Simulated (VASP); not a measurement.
# Ni (Cmcm) in VASP: further runs, part 2 of 2

VASP 6.6.1.

## (4) Relaxation of cell and atoms, PBE, collinear spin, ferromagnetic start

INCAR reads:

```
SYSTEM = Ni
  ALGO = Normal
  EDIFF = 1E-7
  EDIFFG = -0.04
  ENCUT = 600
  GGA = PE
  IBRION = 2
  ISIF = 3
  ISMEAR = 0
  ISPIN = 2
  LASPH = .True.
  LCHARG = .False.
  LMAXMIX = 4
  LORBIT = 11
  LREAL = .False.
  LWAVE = .False.
  MAGMOM = 0.73 0.73
  NELM = 150
  NSW = 90
  PREC = Accurate
  SIGMA = 0.1
```

KPOINTS reads:

```
k-points
0
Gamma
  8 8 6
  0 0 0
```

POSCAR reads:

```
Ni
1.0
    1.2129760683     -3.4005156673      0.0000000000
    1.2129760683      3.4005156673      0.0000000000
    0.0000000000      0.0000000000      2.6518166459
Ni
2
Direct
    0.8670000000      0.1330000000      0.2500000000
    0.1330000000      0.8670000000      0.7500000000
```

Potentials or basis: VASP PAW PBE potentials, release 64 (Ni).

The run is started by

```sh
$ cat potpaw_PBE.64/Ni/POTCAR > POTCAR
$ mpirun -np 1 vasp_std > vasp.out
```

OUTCAR:

```text
SYSTEM = Ni
   EDIFF = 1E-7
   EDIFFG = -0.04
   ENCUT = 600
   GGA = PE
   IBRION = 2
   ISIF = 3
   ISMEAR = 0
   ISPIN = 2
   LASPH = .True.
   LORBIT = 11
   LREAL = .False.
   NELM = 150
   NSW = 90
   PREC = Accurate

 ion  position               nearest neighbor table
   1  0.867  0.133  0.250-   2 2.24   2 2.24   2 2.40   2 2.40   2 2.40   2 2.40
   2  0.133  0.867  0.750-   1 2.24   1 2.24   1 2.40   1 2.40   1 2.40   1 2.40

  LATTYP: Found a base centered orthorhombic cell.
 ALAT       =     2.4259521366
 B/A-ratio  =     2.8034482758
 C/A-ratio  =     1.0931034483

  Lattice vectors:

 A1 = (   1.2129760683,  -3.4005156673,   0.0000000000)
 A2 = (   1.2129760683,   3.4005156673,   0.0000000000)
 A3 = (   0.0000000000,   0.0000000000,   2.6518166459)

Analysis of symmetry for initial positions (statically):
=====================================================================
 Subroutine PRICEL returns:
 Original cell was already a primitive cell.

 Routine SETGRP: Setting up the symmetry group for a
 base centered orthorhombic supercell.

 Subroutine GETGRP returns: Found  8 space group operations
 (whereof  4 operations were pure point group operations)
 out of a pool of  8 trial point group operations.

The static configuration has the point symmetry C_2h.
 The point group associated with its full space group is D_2h.

Analysis of symmetry for dynamics (positions and initial velocities):
=====================================================================
 Subroutine PRICEL returns:
 Original cell was already a primitive cell.

 Routine SETGRP: Setting up the symmetry group for a
 base centered orthorhombic supercell.

 Subroutine GETGRP returns: Found  8 space group operations
 (whereof  4 operations were pure point group operations)
 out of a pool of  8 trial point group operations.

The dynamic configuration has the point symmetry C_2h.
 The point group associated with its full space group is D_2h.

Analysis of structural, dynamic, and magnetic symmetry:
=====================================================================
 Subroutine PRICEL returns:
 Original cell was already a primitive cell.

 Routine SETGRP: Setting up the symmetry group for a
 base centered orthorhombic supercell.

 Subroutine GETGRP returns: Found  8 space group operations
 (whereof  4 operations were pure point group operations)
 out of a pool of  8 trial point group operations.

The overall configuration has the point symmetry C_2h.
 The point group associated with its full space group is D_2h.

 Subroutine INISYM returns: Found  8 space group operations
 (whereof  4 operations are pure point group operations),
 and found     1 'primitive' translations

----------------------------------------------------------------------------------------

                                     Primitive cell

  volume of cell :      21.8761

  direct lattice vectors                    reciprocal lattice vectors
     1.212976068 -3.400515667  0.000000000     0.412209287 -0.147036523  0.000000000
     1.212976068  3.400515667  0.000000000     0.412209287  0.147036523  0.000000000
     0.000000000  0.000000000  2.651816646     0.000000000  0.000000000  0.377099978

  length of vectors
     3.610376399  3.610376399  2.651816646     0.437648529  0.437648529  0.377099978

  position of ions in fractional coordinates (direct lattice)
     0.867000000  0.133000000  0.250000000
     0.133000000  0.867000000  0.750000000

  ion indices of the primitive-cell ions
   primitive index   ion index
                 1           1
                 2           2

[... 74 lines left out ...]
   NSW    =     90    number of steps for IOM
   IBRION =      2    ionic relax: 0-MD 1-quasi-New 2-CG
   NFREE  =      1    steps in history (QN), initial steepest desc. (CG)
   ISIF   =      3    stress and relaxation
   ISYM   =      2    0-nonsym 1-usesym 2-fastsym
   POTIM  = 0.5000    time-step for ionic-motion
   TEBEG  =    0.0;   TEEND  =   0.0 temperature during run
   PSTRESS=    0.0 pullay stress
   NELECT =      20.0000    total number of electrons
   NUPDOWN=      -1.0000    fix difference up-down
   EMIN   =  10.00;   EMAX   =-10.00  energy-range for DOS
[... 5 lines left out ...]
     AMIX     =   0.40;   BMIX     =  1.00
     AMIX_MAG =   1.60;   BMIX_MAG =  1.00
  volume/ion in A,a.u.               =      10.94        73.81
  Fermi-wavevector in a.u.,A,eV,Ry     =   1.588893  3.002572 34.349011  2.524581
  Thomas-Fermi vector in A             =   2.687826
   LORBIT       =     11    0 simple, 1 ext, 2 COOP (PROOUT), +10 PAW based schemes
   GGA     = PE    functional components
   LHFCALC =     F    Hartree Fock is set to
   AEXX    =    0.0000 exact exchange contribution
   IVDW    =     0    specifies the selected vdW correction
   LEPSILON=     F    determine dielectric tensor
   LRPA    =     F    only Hartree local field effects (RPA)
 conjugate gradient relaxation of ions
 spin polarized calculation
 Gauss-broadening in eV      SIGMA  =   0.10
  energy-cutoff  :      600.00
  volume of cell :       21.88
 maximum number of plane-waves:       744
 NGX is ok and might be reduce to    30
   NGX = 15   NGY = 15   NGZ = 11

--------------------------------------- Ionic step        1  -------------------------------------------

 number of electron      19.9999999 magnetization       1.2300114

 Free energy of the ion-electron system (eV)
  ---------------------------------------------------
  ext. energy  EPLUGINS =         0.00000000
  ---------------------------------------------------
  free energy    TOTEN  =       -10.29897922 eV

  energy without entropy =      -10.28545021  energy(sigma->0) =      -10.29221472

------------------------ aborting loop because EDIFF is reached ----------------------------------------

  FORCE on cell =-STRESS in cart. coord.  units (eV):
  Direction    XX          YY          ZZ          XY          YZ          ZX
  --------------------------------------------------------------------------------------
  -------------------------------------------------------------------------------------
  Total        0.9353314      3.6223195      0.6925802      0.0000000      0.0000000      0.0000000
  in kB       68.5023698    265.2936346     50.7236097      0.0000000      0.0000000      0.0000000
  external PRESSURE =     128.1732047 kB  Pullay stress =       0.0000000 kB
[... 275 lines left out ...]
--------------------------------------- Ionic step        9  -------------------------------------------

 number of electron      20.0000004 magnetization       1.3607760

 Free energy of the ion-electron system (eV)
  ---------------------------------------------------
  ext. energy  EPLUGINS =         0.00000000
  ---------------------------------------------------
  free energy    TOTEN  =       -10.54109716 eV

  energy without entropy =      -10.52442648  energy(sigma->0) =      -10.53276182

 E-fermi :   8.6447     XC(G=0): -12.8956

 val. band max:        8.6436002657   @ k =   0.2500   0.2500   0.0000
 cond. band min:       8.6461904107   @ k =   0.5000   0.3750   0.3333
 fundamental gap:      0.0025901450
 Fermi energy:         8.6447198869

 spin component 1

 k-point     1 :       0.0000    0.0000    0.0000
  band No.  band energies     occupation
      1      -0.0000      1.00000
      2       4.1548      1.00000
      3       4.9543      1.00000
      4       5.6026      1.00000
      5       6.2204      1.00000
      6       6.8327      1.00000
      7       7.0142      1.00000
      8       7.4391      1.00000
      9       7.7601      1.00000
     10       7.9832      1.00000
     11       8.2534      1.00000
     12       9.8562      0.00000
     13      15.6124      0.00000
     14      24.4078      0.00000
[... 403 lines left out ...]
      4       5.6013      1.00000
      5       6.2082      1.00000
      6       6.3916      1.00000
      7       6.8705      1.00000
      8       7.0671      1.00000
      9       7.2593      1.00000
     10       7.6106      1.00000
     11       7.9524      1.00000
     12      12.6017      0.00000
     13      17.7598      0.00000
     14      19.4838      0.00000
     15      21.3055      0.00000

 [... further k-points ...]

 spin component 2

 k-point     1 :       0.0000    0.0000    0.0000
  band No.  band energies     occupation
      1      -0.0188      1.00000
      2       4.5591      1.00000
      3       5.6114      1.00000
      4       6.3157      1.00000
      5       7.0009      1.00000
      6       7.4571      1.00000
      7       7.8137      1.00000
      8       8.2603      1.00000
      9       8.4647      0.99456
     10       8.6966      0.23146
     11       9.1500      0.00000
     12       9.8570      0.00000
     13      15.9406      0.00000
     14      24.4380      0.00000
[... 444 lines left out ...]
  FREE ENERGIE OF THE ION-ELECTRON SYSTEM (eV)
  ---------------------------------------------------
  free  energy   TOTEN  =       -10.5410971615 eV

  energy  without entropy=      -10.5244264807  energy(sigma->0) =      -10.53276182

 reached required accuracy - stopping structural energy minimisation

 total charge

# of ion       s       p       d       tot
------------------------------------------
    1        0.501   0.466   8.322   9.289
    2        0.501   0.466   8.322   9.289
--------------------------------------------------
tot          1.003   0.931  16.644  18.578

 magnetization (x)

# of ion       s       p       d       tot
------------------------------------------
    1       -0.005  -0.021   0.717   0.691
    2       -0.005  -0.021   0.717   0.691
--------------------------------------------------
tot         -0.011  -0.042   1.435   1.382
```

CONTCAR:

```text
Ni
   1.00000000000000
     1.2175998668762622   -3.8327192246673194    0.0000000000000000
     1.2175998668762622    3.8327192246673194   -0.0000000000000000
     0.0000000000000000    0.0000000000000000    2.4601466296252905
  Ni
     2
Direct
     0.8646864160868664    0.1353135839131336    0.2500000000000000
     0.1353135839131336    0.8646864160868664    0.7500000000000000

  0.00000000E+00  0.00000000E+00  0.00000000E+00
  0.00000000E+00  0.00000000E+00  0.00000000E+00
```

Wall time 4.3 min (1 thread of Intel Xeon 6975P-C (Granite Rapids), shared host); peak memory 0.21 GiB.

What came out:

| Quantity | Value |
| --- | --- |
| Free energy | -10.5411 eV |
| Relaxed volume | 11.48 Å³/atom |
| Relaxed cell | a = 4.021 Å, b = 4.021 Å, c = 2.460 Å, α = 90.00°, β = 90.00°, γ = 144.75° |
| Space group after relaxing (to 0.05 Å) | Cmcm (No. 63) |
| Energy gained by relaxing | 121.1 meV/atom |
| Ionic steps | 9 |
| Pressure after relaxing | 0.1 GPa |
| Largest force after relaxing | 0.039 eV/Å |
| Net moment | 1.36 μB per cell |
| Site moments | Ni +0.69 μB |
| Valence electrons inside the program's atomic spheres | Ni 9.29 |

Forces in eV/Å, atoms in the order of the input:
```
Ni   0.000 -0.039  0.000
Ni   0.000  0.039  0.000
```

Stress tensor (GPa, compression positive):
```
-0.09  0.00  0.00
 0.00 -0.11  0.00
 0.00  0.00  0.46
```

The path:
| step | energy change (eV) | largest force (eV/Å) | pressure (GPa) | volume (Å³) |
| --- | --- | --- | --- | --- |
| 1 | 0.0000 | 0.7989 | 12.82 | 21.88 |
| 2 | -0.1024 | 0.1957 | -9.27 | 24.73 |
| 3 | -0.1271 | 0.0082 | -3.70 | 23.76 |
| 4 | -0.1932 | 0.2659 | -1.92 | 23.40 |
| 5 | -0.2254 | 0.4786 | 0.65 | 23.02 |
| 6 | -0.2263 | 0.5265 | 1.52 | 22.92 |
| 7 | -0.2354 | 0.0353 | -1.16 | 23.16 |
| 8 | -0.2379 | 0.1770 | -0.47 | 23.08 |
| 9 | -0.2421 | 0.0392 | 0.09 | 22.96 |

Final structure:
```xyz
2
Lattice="1.2176 -3.8327 0.0000 1.2176 3.8327 0.0000 0.0000 0.0000 2.4601" Properties=species:S:1:pos:R:3 pbc="T T T"
Ni    1.2176   -2.7955    0.6150
Ni    1.2176    2.7955    1.8451
```

Levels at points of the mesh, in eV from the Fermi level:
Spin up:
```tsv
k point	band 8	band 9	band 10	band 11	band 12	band 13	band 14	band 15
(0.00, 0.00, 0.00)	-1.21	-0.88	-0.66	-0.39	1.21	6.97	15.76	19.51
(0.50, 0.00, 0.00)	-1.68	-1.16	-0.64	0.51	2.45	3.64	8.66	15.03
(0.50, 0.50, 0.00)	-1.52	-1.48	-1.01	-0.56	-0.53	15.95	16.28	19.01
(0.00, 0.00, 0.50)	-2.05	-0.71	-0.71	1.16	1.16	9.81	9.81	11.52
(0.50, 0.00, 0.50)	-0.84	-0.26	-0.26	4.62	4.62	8.85	8.85	11.13
(0.50, 0.50, 0.50)	-1.12	-0.56	-0.56	-0.10	-0.10	5.31	5.31	20.30
```
Spin down:
```tsv
k point	band 6	band 7	band 8	band 9	band 10	band 11	band 12	band 13	band 14	band 15
(0.00, 0.00, 0.00)	-1.19	-0.83	-0.38	-0.18	0.05	0.51	1.21	7.30	15.79	19.59
(0.50, 0.00, 0.00)	-1.36	-1.25	-0.99	-0.41	0.21	1.16	2.89	3.80	8.97	15.12
(0.50, 0.50, 0.00)	-1.36	-0.93	-0.70	-0.66	-0.31	0.19	0.31	16.02	16.31	19.10
(0.00, 0.00, 0.50)	-1.76	-1.36	-1.36	0.09	0.09	1.69	1.69	9.99	9.99	11.71
(0.50, 0.00, 0.50)	-1.14	-0.11	-0.11	0.60	0.60	4.71	4.71	9.02	9.02	11.30
(0.50, 0.50, 0.50)	-1.00	-0.32	-0.32	-0.30	-0.30	0.35	0.35	5.75	5.75	20.33
```

Caveat: the k points lie up to 0.43 Å⁻¹ apart in the final cell.

## (5) Single point, PBE, collinear spin, ferromagnetic start

This run uses another cell than the first one, of 11.48 Å³/atom, 1.050 times its volume.

INCAR reads:

```
PREC     = Accurate       # precision mode
ENCUT    = 590            # plane-wave cutoff, eV
EDIFF    = 1E-6           # SCF threshold, eV
ISMEAR   = 0              # smearing method
SIGMA    = 0.1            # smearing width, eV
LREAL    = F              # projectors in reciprocal space
LASPH    = T              # aspherical terms in the spheres
NELM     = 200            # most SCF steps
ALGO     = Normal         # electronic algorithm
ISIF     = 2              # what is computed and relaxed
LWAVE    = F              # write WAVECAR
LCHARG   = F              # write CHGCAR
ISPIN    = 2              # spin polarisation
MAGMOM   = 0.73 0.73      # initial moments
LORBIT   = 11             # projections on sites
LMAXMIX  = 4              # l up to which the mixer works
GGA      = PE             # functional
NBANDS   = 29             # bands
GGA_COMPAT= F
```

KPOINTS reads:

```
regular mesh
0
Gamma
  8 8 6
```

POSCAR reads:

```
Ni
1.0
    1.2182779834     -3.8228003562      0.0000000000
    1.2182779834      3.8228003562      0.0000000000
    0.0000000000      0.0000000000      2.4657146169
Ni
2
Direct
    0.8648659886      0.1351340114      0.2500000000
    0.1351340114      0.8648659886      0.7500000000
```

Potentials or basis: VASP PAW PBE potentials, release 64 (Ni_sv_GW).

The run is started by

```sh
$ cat potpaw_PBE.64/Ni_sv_GW/POTCAR > POTCAR
$ mpirun -np 1 vasp_std > vasp.out
```

Run time: 3.4 min. Hardware: 1 thread of AMD EPYC 7R43 (Zen 3), shared host; peak memory 0.21 GiB.

The run converged. Its results:

| Item | Value |
| --- | --- |
| Free energy | -12.4338 eV |
| Pressure | -3.8 GPa |
| Largest force | 0.005 eV/Å |
| Net moment | 1.37 μB per cell |
| Site moments | Ni +0.72 μB |
| Valence electrons inside the program's atomic spheres | Ni 16.35 |

Forces on the atoms (eV/Å):
```
Ni   0.000 -0.005  0.000
Ni   0.000  0.005  0.000
```

Stress tensor (GPa, compression positive):
```
-3.87  0.00  0.00
 0.00 -3.58  0.00
 0.00  0.00 -3.88
```

Levels at points of the mesh, in eV from the Fermi level:
Spin up:
| k point | band 16 | band 17 | band 18 | band 19 | band 20 | band 21 | band 22 | band 23 |
| --- | --- | --- | --- | --- | --- | --- | --- | --- |
| (0.00, 0.00, 0.00) | -1.23 | -0.90 | -0.68 | -0.40 | 1.17 | 6.97 | 15.54 | 19.38 |
| (0.50, 0.00, 0.00) | -1.71 | -1.18 | -0.65 | 0.48 | 2.40 | 3.58 | 8.61 | 14.98 |
| (0.50, 0.50, 0.00) | -1.55 | -1.53 | -1.03 | -0.57 | -0.54 | 15.96 | 16.15 | 17.85 |
| (0.00, 0.00, 0.50) | -2.08 | -0.72 | -0.72 | 1.11 | 1.11 | 9.76 | 9.76 | 11.44 |
| (0.50, 0.00, 0.50) | -0.86 | -0.28 | -0.28 | 4.52 | 4.52 | 8.75 | 8.75 | 11.02 |
| (0.50, 0.50, 0.50) | -1.14 | -0.59 | -0.59 | -0.19 | -0.19 | 5.24 | 5.24 | 20.25 |
Spin down:
| k point | band 14 | band 15 | band 16 | band 17 | band 18 | band 19 | band 20 | band 21 | band 22 | band 23 |
| --- | --- | --- | --- | --- | --- | --- | --- | --- | --- | --- |
| (0.00, 0.00, 0.00) | -1.18 | -0.83 | -0.39 | -0.19 | 0.05 | 0.52 | 1.17 | 7.31 | 15.57 | 19.47 |
| (0.50, 0.00, 0.00) | -1.39 | -1.28 | -1.01 | -0.42 | 0.22 | 1.15 | 2.86 | 3.75 | 8.93 | 15.07 |
| (0.50, 0.50, 0.00) | -1.37 | -0.94 | -0.71 | -0.69 | -0.32 | 0.19 | 0.33 | 16.04 | 16.17 | 17.96 |
| (0.00, 0.00, 0.50) | -1.77 | -1.38 | -1.38 | 0.10 | 0.10 | 1.66 | 1.66 | 9.95 | 9.95 | 11.63 |
| (0.50, 0.00, 0.50) | -1.16 | -0.11 | -0.11 | 0.60 | 0.60 | 4.61 | 4.61 | 8.93 | 8.93 | 11.19 |
| (0.50, 0.50, 0.50) | -1.00 | -0.39 | -0.39 | -0.32 | -0.32 | 0.34 | 0.34 | 5.69 | 5.69 | 20.27 |

Caveat: the k points lie up to 0.42 Å⁻¹ apart.

## (6) The runs side by side

| task | potentials or basis | cell | cutoff (eV) | second run | gap on the mesh (eV) | pressure (GPa) | moment (μB) | largest force (eV/Å) |
| --- | --- | --- | --- | --- | --- | --- | --- | --- |
| single point | VASP PAW PBE potentials, release 64 (Ni) | a = 3.610, b = 3.610, c = 2.652 Å, angles 90.0, 90.0, 140.7°, 2 atoms | 520 | - | none | 12.9 | 1.23 | 0.80 |
| single point | VASP PAW PBE potentials, release 64 (Ni) | a = 4.012, b = 4.012, c = 2.466 Å, angles 90.0, 90.0, 144.6°, 2 atoms | 520 | - | none | 0.0 | 1.36 | 0.01 |
| relaxation of cell and atoms | VASP PAW PBE potentials, release 64 (Ni) | relaxed from a = 3.610, b = 3.610, c = 2.652 Å, angles 90.0, 90.0, 140.7°, 2 atoms | 600 | - | none | 0.1 | 1.36 | 0.04 |
| single point | VASP PAW PBE potentials, release 64 (Ni_sv_GW) | a = 4.012, b = 4.012, c = 2.466 Å, angles 90.0, 90.0, 144.6°, 2 atoms | 590 | valence_matched | none | -3.8 | 1.37 | 0.01 |

Alike in all rows: level PBE; spin collinear, ferromagnetic start; k mesh 8 × 8 × 6; smearing gaussian 0.1 eV.

Caveats: all runs use coarse meshes.

Absolute energies hang on the potentials; compare differences alone.
